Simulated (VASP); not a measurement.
# CdS (P6_3mc) in VASP: further runs, part 2 of 3

VASP 6.6.1. The steps go on from the part before.

### Step 4. Single point, PBE

This run uses another cell than the first one, of 26.03 Å³/atom, 1.064 times its volume.

The input, INCAR:

```
ALGO     = Normal         # electronic algorithm
EDIFF    = 1E-6           # SCF threshold, eV
ENCUT    = 520            # plane-wave cutoff, eV
GGA      = PE             # functional
ISIF     = 2              # what is computed and relaxed
ISMEAR   = 0              # smearing method
LASPH    = True           # aspherical terms in the spheres
LCHARG   = True           # write CHGCAR
LELF     = True           # ELF
LREAL    = False          # projectors in reciprocal space
LVHAR    = True         
LWAVE    = False          # write WAVECAR
NBANDS   = 26             # bands
NELM     = 80             # most SCF steps
PREC     = Accurate       # precision mode
SIGMA    = 0.01           # smearing width, eV
```

The input, KPOINTS:

```
k-points
0
Gamma
  6 6 4
```

The input, POSCAR:

```
CdS
1.0
    4.1965508358      0.0000000000      0.0000000000
   -2.0982754179      3.6343196321      0.0000000000
    0.0000000000      0.0000000000      6.8277066065
Cd S
2 2
Direct
    0.3333333333      0.6666666667     -0.0007933861
    0.6666666667      0.3333333333      0.4992066139
    0.3333333333      0.6666666667      0.3757933861
    0.6666666667      0.3333333333      0.8757933861
```

Potentials or basis: VASP PAW PBE potentials, release 64 (Cd, S).

Command:

```sh
> cat potpaw_PBE.64/Cd/POTCAR potpaw_PBE.64/S/POTCAR > POTCAR
> mpirun -np 1 vasp_std > vasp.out
```

OUTCAR:

```text
EDIFF = 1E-6
   ENCUT = 520
   GGA = PE
   ISIF = 2
   ISMEAR = 0
   LASPH = True
   LREAL = False
   NELM = 80
   PREC = Accurate

 ion  position               nearest neighbor table
   1  0.333  0.667  0.999-   4 2.57   4 2.57   4 2.57   3 2.57
   2  0.667  0.333  0.499-   3 2.57   3 2.57   3 2.57   4 2.57
   3  0.333  0.667  0.376-   2 2.57   2 2.57   2 2.57   1 2.57
   4  0.667  0.333  0.876-   1 2.57   1 2.57   1 2.57   2 2.57

  LATTYP: Found a hexagonal cell.
 ALAT       =     4.1965508358
 C/A-ratio  =     1.6269805547

  Lattice vectors:

 A1 = (   4.1965508358,   0.0000000000,   0.0000000000)
 A2 = (  -2.0982754179,   3.6343196321,   0.0000000000)
 A3 = (   0.0000000000,   0.0000000000,   6.8277066065)

Analysis of symmetry for initial positions (statically):
=====================================================================
 Subroutine PRICEL returns:
 Original cell was already a primitive cell.

 Routine SETGRP: Setting up the symmetry group for a
 hexagonal supercell.

 Subroutine GETGRP returns: Found 12 space group operations
 (whereof  6 operations were pure point group operations)
 out of a pool of 24 trial point group operations.

The static configuration has the point symmetry C_3v.
 The point group associated with its full space group is C_6v.

Analysis of symmetry for dynamics (positions and initial velocities):
=====================================================================
 Subroutine PRICEL returns:
 Original cell was already a primitive cell.

 Routine SETGRP: Setting up the symmetry group for a
 hexagonal supercell.

 Subroutine GETGRP returns: Found 12 space group operations
 (whereof  6 operations were pure point group operations)
 out of a pool of 24 trial point group operations.

The dynamic configuration has the point symmetry C_3v.
 The point group associated with its full space group is C_6v.

 Subroutine INISYM returns: Found 12 space group operations
 (whereof  6 operations are pure point group operations),
 and found     1 'primitive' translations

----------------------------------------------------------------------------------------

                                     Primitive cell

  volume of cell :     104.1335

  direct lattice vectors                    reciprocal lattice vectors
     4.196550836  0.000000000  0.000000000     0.238290930  0.137577332  0.000000000
    -2.098275418  3.634319632  0.000000000     0.000000000  0.275154665  0.000000000
     0.000000000  0.000000000  6.827706606     0.000000000  0.000000000  0.146462064

  length of vectors
     4.196550836  4.196550836  6.827706606     0.275154665  0.275154665  0.146462064

  position of ions in fractional coordinates (direct lattice)
     0.333333333  0.666666667  0.999206614
     0.666666667  0.333333333  0.499206614
     0.333333333  0.666666667  0.375793386
     0.666666667  0.333333333  0.875793386

  ion indices of the primitive-cell ions
   primitive index   ion index
                 1           1
                 2           2
                 3           3
                 4           4

----------------------------------------------------------------------------------------

 KPOINTS: k-points

Automatic generation of k-mesh.
 Grid dimensions read from file:
 generate k-points for:    6    6    4

 Generating k-lattice:

  Cartesian coordinates                     Fractional coordinates (reciprocal lattice)
     0.039715155  0.022929555  0.000000000     0.166666667  0.000000000  0.000000000
     0.000000000  0.045859111  0.000000000     0.000000000  0.166666667  0.000000000
     0.000000000  0.000000000  0.036615516     0.000000000  0.000000000  0.250000000

  Length of vectors
     0.045859111  0.045859111  0.036615516

  Shift w.r.t. Gamma in fractional coordinates (k-lattice)
     0.000000000  0.000000000  0.000000000

 Subroutine IBZKPT returns following result:
 ===========================================

 Found     21 irreducible k-points:

 Following reciprocal coordinates:
            Coordinates               Weight
  0.000000  0.000000  0.000000      1.000000
  0.166667  0.000000  0.000000      6.000000
  0.333333  0.000000  0.000000      6.000000
  0.500000  0.000000  0.000000      3.000000
  0.166667  0.166667  0.000000      6.000000
  0.333333  0.166667  0.000000     12.000000
[... 13 lines left out ...]
  0.333333  0.166667  0.500000     12.000000
  0.333333  0.333333  0.500000      2.000000
   k-points           NKPTS =     21   k-points in BZ     NKDIM =     21   number of bands    NBANDS=     26
   number of dos      NEDOS =    301   number of ions     NIONS =      4
   total plane-waves  NPLWV =  55296
   dimension x,y,z NGX =    32 NGY =   32 NGZ =   54
   dimension x,y,z NGXF=    64 NGYF=   64 NGZF=  108
   ions per type =               2   2
   NGX,Y,Z   is equivalent  to a cutoff of  12.68, 12.68, 13.15 a.u.
   NGXF,Y,Z  is equivalent  to a cutoff of  25.35, 25.35, 26.30 a.u.
 SYSTEM =  unknown system
   PREC   = accura    normal or accurate (medium, high low for compatibility)
   ISTART =      0    job   : 0-new  1-cont  2-samecut
   ICHARG =      2    charge: 1-file 2-atom 10-const
   ISPIN  =      1    spin polarized calculation?
   LNONCOLLINEAR =      F non collinear calculations
   LSORBIT =      F    spin-orbit coupling
   LASPH  =      T    aspherical Exc in radial PAW
   ENCUT  =  520.0 eV  38.22 Ry    6.18 a.u.   7.80  7.80 12.70*2*pi/ulx,y,z
   NELM   =     80;   NELMIN=  2; NELMDL= -5     # of ELM steps
   EDIFF  = 0.1E-05   stopping-criterion for ELM
   LREAL  =      F    real-space projection
   EDIFFG = 0.1E-04   stopping-criterion for IOM
   NSW    =      0    number of steps for IOM
   IBRION =     -1    ionic relax: 0-MD 1-quasi-New 2-CG
   NFREE  =      0    steps in history (QN), initial steepest desc. (CG)
   ISIF   =      2    stress and relaxation
   ISYM   =      2    0-nonsym 1-usesym 2-fastsym
   POTIM  = 0.5000    time-step for ionic-motion
   TEBEG  =    0.0;   TEEND  =   0.0 temperature during run
   PSTRESS=    0.0 pullay stress
   NELECT =      36.0000    total number of electrons
   NUPDOWN=      -1.0000    fix difference up-down
   EMIN   =  10.00;   EMAX   =-10.00  energy-range for DOS
   EFERMI =   0.00;   METHOD = LEGACY
   ISMEAR =     0;   SIGMA  =   0.01  broadening in eV -4-tet -1-fermi 0-gaus
   EFERMI_NEDOS =   21; number of points for ismear=-14 and -15
   IALGO  =     38    algorithm
   IMIX   =      4    mixing-type and parameters
     AMIX     =   0.40;   BMIX     =  1.00
     AMIX_MAG =   1.60;   BMIX_MAG =  1.00
  volume/ion in A,a.u.               =      26.03       175.68
  Fermi-wavevector in a.u.,A,eV,Ry     =   1.148979  2.171256 17.961776  1.320153
  Thomas-Fermi vector in A             =   2.285651
   LORBIT       =      0    0 simple, 1 ext, 2 COOP (PROOUT), +10 PAW based schemes
   GGA     = PE    functional components
   LHFCALC =     F    Hartree Fock is set to
   AEXX    =    0.0000 exact exchange contribution
   IVDW    =     0    specifies the selected vdW correction
   LEPSILON=     F    determine dielectric tensor
   LRPA    =     F    only Hartree local field effects (RPA)
 non-spin polarized calculation
 Gauss-broadening in eV      SIGMA  =   0.01
  energy-cutoff  :      520.00
  volume of cell :      104.13
 maximum number of plane-waves:      2834
 NGX is ok and might be reduce to    32
   NGX = 15   NGY = 15   NGZ = 25

 number of electron      36.0000002 magnetization

 Free energy of the ion-electron system (eV)
  ---------------------------------------------------
  ext. energy  EPLUGINS =         0.00000000
  ---------------------------------------------------
  free energy    TOTEN  =       -12.29735826 eV

  energy without entropy =      -12.29735826  energy(sigma->0) =      -12.29735826

 E-fermi :   0.9902     XC(G=0):  -8.9196

 val. band max:        0.9135439203   @ k =   0.0000   0.0000   0.0000
 cond. band min:       2.0267548925   @ k =   0.0000   0.0000   0.0000
 fundamental gap:      1.1132109721
 Fermi energy:         0.9902369451

 k-point     1 :       0.0000    0.0000    0.0000
  band No.  band energies     occupation
      1     -11.1754      2.00000
      2     -10.7875      2.00000
      3      -6.6359      2.00000
      4      -6.6301      2.00000
      5      -6.6301      2.00000
      6      -6.5557      2.00000
[... 598 lines left out ...]
     25      10.2307      0.00000
     26      10.2504      0.00000

------------------------ aborting loop because EDIFF is reached ----------------------------------------

  FORCE on cell =-STRESS in cart. coord.  units (eV):
  Direction    XX          YY          ZZ          XY          YZ          ZX
  --------------------------------------------------------------------------------------
  -------------------------------------------------------------------------------------
  Total        0.1932222      0.1932222      0.1924100      0.0000000     -0.0000000      0.0000000
  in kB        2.9728788      2.9728788      2.9603822      0.0000000     -0.0000000      0.0000000
  external PRESSURE =       2.9687133 kB  Pullay stress =       0.0000000 kB

 VOLUME and BASIS-vectors are now :
 -----------------------------------------------------------------------------
  energy-cutoff  :      520.00
  volume of cell :      104.13
      direct lattice vectors                 reciprocal lattice vectors
     4.196550836  0.000000000  0.000000000     0.238290930  0.137577332  0.000000000
    -2.098275418  3.634319632  0.000000000     0.000000000  0.275154665  0.000000000
     0.000000000  0.000000000  6.827706606     0.000000000  0.000000000  0.146462064

 POSITION                                       TOTAL-FORCE (eV/Angst)
 -----------------------------------------------------------------------------------
     -0.00000      2.42288      6.82229         0.000000      0.000000      0.000332
      2.09828      1.21144      3.40844        -0.000000     -0.000000      0.000332
     -0.00000      2.42288      2.56581         0.000000     -0.000000     -0.000332
      2.09828      1.21144      5.97966        -0.000000      0.000000     -0.000332
 -----------------------------------------------------------------------------------
    total drift:                               -0.000000     -0.000000     -0.000947

  FREE ENERGIE OF THE ION-ELECTRON SYSTEM (eV)
  ---------------------------------------------------
  free  energy   TOTEN  =       -12.2973582591 eV

  energy  without entropy=      -12.2973582591  energy(sigma->0) =      -12.29735826
```

Wall time 43 s (1 thread of Intel Xeon Platinum 8488C (Sapphire Rapids), shared host); peak memory 0.24 GiB.

What came out:

| Property | Result |
| --- | --- |
| Free energy | -12.2974 eV |
| Pressure | 0.3 GPa |
| Band gap on the k mesh | 1.11 eV, direct |

### Step 5. Single point, PBE (volume changed by +3%)

The input, INCAR:

```
PREC = Accurate
ENCUT = 520
EDIFF = 1E-6
ISMEAR = 0
SIGMA = 0.01
LREAL = False
LASPH = True
NELM = 60
ALGO = Normal
ISIF = 2
LWAVE = False
LCHARG = False
GGA = PE
NBANDS = 26
```

The input, KPOINTS:

```
Automatic mesh
0
Gamma
  6 6 4
```

The input, POSCAR:

```
CdS
1.0
    4.2381035465      0.0000000000      0.0000000000
   -2.1190517732      3.6703053351      0.0000000000
    0.0000000000      0.0000000000      6.8953120587
Cd S
2 2
Direct
    0.3333333333      0.6666666667     -0.0007933861
    0.6666666667      0.3333333333      0.4992066139
    0.3333333333      0.6666666667      0.3757933861
    0.6666666667      0.3333333333      0.8757933861
```

Command:

```sh
> cat potpaw_PBE.64/Cd/POTCAR potpaw_PBE.64/S/POTCAR > POTCAR
> mpirun -np 1 vasp_std > vasp.out
```

Run time: 41 s. Hardware: 1 thread of Intel Xeon Platinum 8488C (Sapphire Rapids), shared host; peak memory 0.24 GiB.

Results (log left out):

```
Free energy            : -12.2886 eV
Pressure               : -1.2 GPa
Band gap on the k mesh : 1.04 eV, direct
```

Levels at points of the mesh, in eV from the valence-band top:
```tsv
k point	band 16	band 17	band 18	band 19	band 20	band 21
(0.00, 0.00, 0.00)	-0.03	0.00	0.00	1.04	2.69	6.48
(0.50, 0.00, 0.00)	-1.63	-1.12	-0.66	3.55	3.86	5.13
(0.00, 0.00, 0.50)	-0.34	-0.34	-0.34	2.69	2.69	6.10
(0.50, 0.00, 0.50)	-1.17	-1.16	-1.16	3.42	3.42	5.33
```

Caveat: the cell differs from its parent crystal (volume changed by +3%).

### Step 6. Single point, PBE (volume changed by +6%)

The input, INCAR:

```
ALGO     = Normal         # electronic algorithm
EDIFF    = 1E-6           # SCF threshold, eV
ENCUT    = 520            # plane-wave cutoff, eV
GGA      = PE             # functional
ISIF     = 2              # what is computed and relaxed
ISMEAR   = 0              # smearing method
LASPH    = T              # aspherical terms in the spheres
LCHARG   = T              # write CHGCAR
LELF     = T              # ELF
LREAL    = F              # projectors in reciprocal space
LVHAR    = T            
LWAVE    = F              # write WAVECAR
NBANDS   = 26             # bands
NELM     = 80             # most SCF steps
PREC     = Accurate       # precision mode
SIGMA    = 0.01           # smearing width, eV
```

The input, KPOINTS:

```
k-points
0
Gamma
  6 6 4
```

The input, POSCAR:

```
CdS
1.0
    4.2788570421      0.0000000000      0.0000000000
   -2.1394285211      3.7055988977      0.0000000000
    0.0000000000      0.0000000000      6.9616172037
Cd S
2 2
Direct
    0.3333333333      0.6666666667     -0.0007933861
    0.6666666667      0.3333333333      0.4992066139
    0.3333333333      0.6666666667      0.3757933861
    0.6666666667      0.3333333333      0.8757933861
```

Potentials or basis: VASP PAW PBE potentials, release 64 (Cd, S).

Command:

```sh
> cat potpaw_PBE.64/Cd/POTCAR potpaw_PBE.64/S/POTCAR > POTCAR
> mpirun -np 1 vasp_std > vasp.out
```

Wall time 42 s (1 thread of Intel Xeon Platinum 8488C (Sapphire Rapids), shared host); peak memory 0.24 GiB.

The run converged. Its results:

| Property | Result |
| --- | --- |
| Free energy | -12.2526 eV |
| Pressure | -2.5 GPa |
| Band gap on the k mesh | 0.97 eV, direct |

Forces in eV/Å, atoms in the order of the input:
```
Cd   0.000  0.000 -0.002
Cd   0.000  0.000 -0.002
S    0.000  0.000  0.002
S    0.000  0.000  0.002
```

Levels at points of the mesh, in eV from the valence-band top:
```csv
k point,band 15,band 16,band 17,band 18,band 19,band 20,band 21,band 22
"(0.00, 0.00, 0.00)",-0.62,-0.03,0.00,0.00,0.97,2.64,6.47,6.47
"(0.50, 0.00, 0.00)",-2.22,-1.55,-1.06,-0.62,3.47,3.83,5.13,6.05
"(0.00, 0.00, 0.50)",-0.32,-0.32,-0.32,-0.32,2.61,2.61,6.06,6.06
"(0.50, 0.00, 0.50)",-1.11,-1.11,-1.10,-1.10,3.39,3.39,5.30,5.30
```

Caveat: the cell differs from its parent crystal (volume changed by +6%).

(Part 2 of 3 ends here.)
